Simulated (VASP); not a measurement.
Set up this calculation in VASP 6.6.1, as the native input.

```yaml
Task: relaxation of shape and atoms at fixed volume
Functional: LDA
Potentials_or_basis: VASP PAW LDA potentials, release 64 (Al)
Cutoff: 600 eV
k_mesh: 18 × 18 × 10
Occupations: fermi-dirac, width 0.15 eV
Spin: no spin polarisation
Dipole_correction: no
Further_INCAR_settings: ALGO = Fast; EDIFF = 1e-06; IBRION = 2; EDIFFG = -0.001; NSW = 80; ISIF = 4
```

The structure of Al lies in POSCAR:

```
Al
1.0
    2.7977576959      0.0000000000      0.0000000000
   -1.3988788479      2.4229292383      0.0000000000
    0.0000000000      0.0000000000      4.6133036745
Al
2
Direct
    0.6666666667      0.3333333333      0.7500000000
    0.3333333333      0.6666666667      0.2500000000
```

This isn't the form of Al at room conditions, which is fcc.

The input as run:

INCAR

```
SYSTEM = Al
PREC = Accurate
ENCUT = 600
EDIFF = 1E-6
ISMEAR = -1
SIGMA = 0.15
LREAL = .False.
LASPH = .True.
NELM = 100
ALGO = Fast
ISIF = 4
LWAVE = .False.
LCHARG = .False.
GGA = CA
IBRION = 2
NSW = 80
EDIFFG = -0.001
```

KPOINTS

```
Automatic mesh
0
Gamma
  18 18 10
  0 0 0
```

Potentials or basis: VASP PAW LDA potentials, release 64 (Al).

Run with:

```bash
$ cat potpaw_LDA.64/Al/POTCAR > POTCAR
$ mpirun -np 1 vasp_std > vasp.out
```

Results of the run:

```json
{"Energy gained by relaxing": "0.0 meV/atom", "Ionic steps": "3", "Pressure after relaxing": "1.8 GPa", "Band gap on the k mesh": "zero (bands 3 and 4 overlap by 7.44 eV)"}
```

Run time: 49 s on 1 thread of Intel Xeon 8259CL, with other jobs on the host, peak memory 0.18 GiB.
